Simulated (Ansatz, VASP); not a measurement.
Given: the input of a run of Ansatz 0.2.0 on SnSe2.

The input input.yaml:

```yaml
crystal:
  lattice:
    - [3.811, 0.0, 0.0]
    - [-1.9055, 3.3004228138, 0.0]
    - [0.0, 0.0, 6.136]
  atoms:
    - { symbol: Sn, position: [0.0, 0.0, 0.0] }
    - { symbol: Se, position: [0.6666666667, 0.3333333333, 0.751] }
    - { symbol: Se, position: [0.3333333333, 0.6666666667, 0.249] }
hamiltonian:
  xc: pbesol
  pseudopotentials: { kind: paw }
kpoints:
  mp_grid: { grid: [8, 8, 5] }
scf:
  occupations: { method: fermi_dirac, width: 0.05 }
output:
  forces: true
  stress: true
relax:
  f_tol: 0.01
  max_steps: 40
  cell: { stress_tol: 0.05 }
```

Potentials or basis: Ansatz PAW.

Launch:

```sh
$ ansatz run input.yaml --threads 2 --pin off --max-ram 5632MiB --backend cpu --events-out ev --progress --plain --runs-dir out
```

Task: Set up the same calculation for VASP 6.6.1. Potentials there: VASP PAW PBE potentials, release 64 (Sn_d, Se).

Result: As run (the cutoff follows the program's own potentials):

INCAR

```
PREC     = Accurate       # precision mode
ENCUT    = 600            # plane-wave cutoff, eV
EDIFF    = 1E-6           # SCF threshold, eV
ISMEAR   = -1             # smearing method
SIGMA    = 0.05           # smearing width, eV
LREAL    = F              # projectors in reciprocal space
LASPH    = T              # aspherical terms in the spheres
NELM     = 100            # most SCF steps
ALGO     = Normal         # electronic algorithm
ISIF     = 3              # what is computed and relaxed
LWAVE    = F              # write WAVECAR
LCHARG   = F              # write CHGCAR
GGA      = PS             # functional
IBRION   = 2              # ionic algorithm
NSW      = 60             # ionic steps
EDIFFG   = -0.01          # ionic threshold
```

Contents of KPOINTS:

```
Automatic mesh
0
Gamma
  8 8 5
```

File POSCAR:

```
SnSe2
1.0
    3.8110000000      0.0000000000      0.0000000000
   -1.9055000000      3.3004228138      0.0000000000
    0.0000000000      0.0000000000      6.1360000000
Sn Se
1 2
Direct
    0.0000000000      0.0000000000      0.0000000000
    0.6666666667      0.3333333333      0.7510000000
    0.3333333333      0.6666666667      0.2490000000
```

Potentials or basis: VASP PAW PBE potentials, release 64 (Sn_d, Se).

The run is started by

```sh
$ cat potpaw_PBE.64/Sn_d/POTCAR potpaw_PBE.64/Se/POTCAR > POTCAR
$ mpirun -np 1 vasp_std > vasp.out
```

Both were run:

|  | VASP | Ansatz | Ansatz less VASP |
| --- | --- | --- | --- |
| relaxed volume (Å³/atom) | 25.93 | 25.89 | -0.043 |
| relaxed cell length with the largest relative difference (Å) | 3.823 | 3.820 | -0.0026 |

VASP's potentials were made for PBE, not for PBEsol. VASP's potentials hold 26 valence electrons a cell and Ansatz's 46, so a difference there can come from the potentials and not from the codes.

Noted on Ansatz's run: the plane-wave basis is chosen anew once the cell has moved, so the energies of steps on either side of that aren't comparable.
